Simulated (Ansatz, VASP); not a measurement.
AlGaN2 in VASP and in Ansatz

```
CELL_PARAMETERS angstrom
3.19617 0.00000 0.00000
0.00000 3.19617 0.00000
0.00000 0.00000 4.49787
ATOMIC_POSITIONS crystal
Al 0.50000 0.50000 0.50000
Ga 0.00000 0.00000 0.00000
N 0.50000 0.00000 0.74007
N 0.00000 0.50000 0.25993
```

Alike in both runs: functional LDA; k mesh 8 × 8 × 6; occupations gaussian, width 0.05 eV; no spin polarisation.

Ansatz relaxed the structure, and its values are those at the end. VASP's run is a single point on that final structure, the one shown.

|  | VASP | Ansatz |
| --- | --- | --- |
| version | VASP 6.6.1 | Ansatz 0.2.0 |
| potentials or method | VASP PAW LDA potentials, release 64 (Al, Ga_d, N), cutoff 520 eV | scalar-relativistic, plane waves, PAW |
| valence electrons in the cell | 26 | 26 |

VASP gave:

| Item | Value |
| --- | --- |
| gap on the k mesh at the Fermi level (eV) | 2.50 |
| least direct gap on the mesh (eV) | 2.50 |
| pressure (GPa) | -12.9 |
| rms of the force components (eV/Å) | 0.008 |

What did Ansatz give for the same quantities?

gap on the k mesh at the Fermi level (eV): 2.49; least direct gap on the mesh (eV): 2.49; pressure (GPa): -13.6; rms of the force components (eV/Å): 0.003.

Ansatz warns that its potentials were made for another functional, while VASP's fit it. LDA's correlation is that of Perdew and Zunger in VASP and of Perdew and Wang (1992) in Ansatz. Ansatz's warnings: stress scf threshold loose.
